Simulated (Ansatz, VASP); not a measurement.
## Two plane-wave programs on ZrB

```
Zr B
1.0
     0.00000    2.41451    2.41451
     2.41451    0.00000    2.41451
     2.41451    2.41451    0.00000
Zr B
1 1
Direct
  0.50000 0.50000 0.50000
  0.00000 0.00000 0.00000
```

Alike in both runs: task single point; functional r2SCAN; dispersion rVV10; k mesh 8 × 8 × 8; occupations gaussian, width 0.05 eV; no spin polarisation.

|  | VASP | Ansatz |
| --- | --- | --- |
| version | VASP 6.6.1 | Ansatz 0.2.0 |
| potentials or method | VASP PAW PBE potentials, release 64 (Zr_sv, B), cutoff 550 eV | scalar-relativistic, plane waves, PAW |
| valence electrons in the cell | 15 | 15 |

Ansatz gave:

| Quantity | Value |
| --- | --- |
| gap on the k mesh at the Fermi level (eV) | none |
| pressure (GPa) | 8.2 |

Q: What did VASP give for the same quantities?

A: gap on the k mesh at the Fermi level (eV): none; pressure (GPa): 8.4.

VASP's potentials were made for PBE, not for r2SCAN. A gap of «none» marks a metal or a gap that the smearing closes.
